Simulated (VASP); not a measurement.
A run of VASP 6.6.1:

INCAR

```
SYSTEM = NaCl
PREC = Accurate
ENCUT = 520
EDIFF = 1E-6
ISMEAR = 0
SIGMA = 0.05
LREAL = .FALSE.
LASPH = .TRUE.
NELM = 100
ALGO = Normal
ISIF = 2
LWAVE = .FALSE.
LCHARG = .FALSE.
GGA = PE
NBANDS = 14
```

Contents of KPOINTS:

```
Automatic mesh
0
G
  8 8 8
  0 0 0
```

POSCAR

```
NaCl
1.0
    0.0000000000      3.0582900000      2.8317500000
    3.0582900000      0.0000000000      2.8317500000
    3.0582900000      3.0582900000      0.0000000000
Na Cl
1 1
Direct
    0.0000000000      0.0000000000      0.0000000000
    0.5000000000      0.5000000000      0.5000000000
```

Potentials or basis: VASP PAW PBE potentials, release 64 (Na_pv, Cl).

Command:

```sh
$ cat potpaw_PBE.64/Na_pv/POTCAR potpaw_PBE.64/Cl/POTCAR > POTCAR
$ mpirun -np 1 vasp_std > vasp.out
```

Hardware: 1 thread of Intel(R) Xeon(R) Platinum 8375C CPU @ 2.90GHz (Ice Lake), on a shared host.

Estimate the wall time of this run.

Wall time 31 s on 1 thread of Intel(R) Xeon(R) Platinum 8375C CPU @ 2.90GHz (Ice Lake) (shared host), peak memory 0.19 GiB. Counts: scf iterations 12, k points 59.
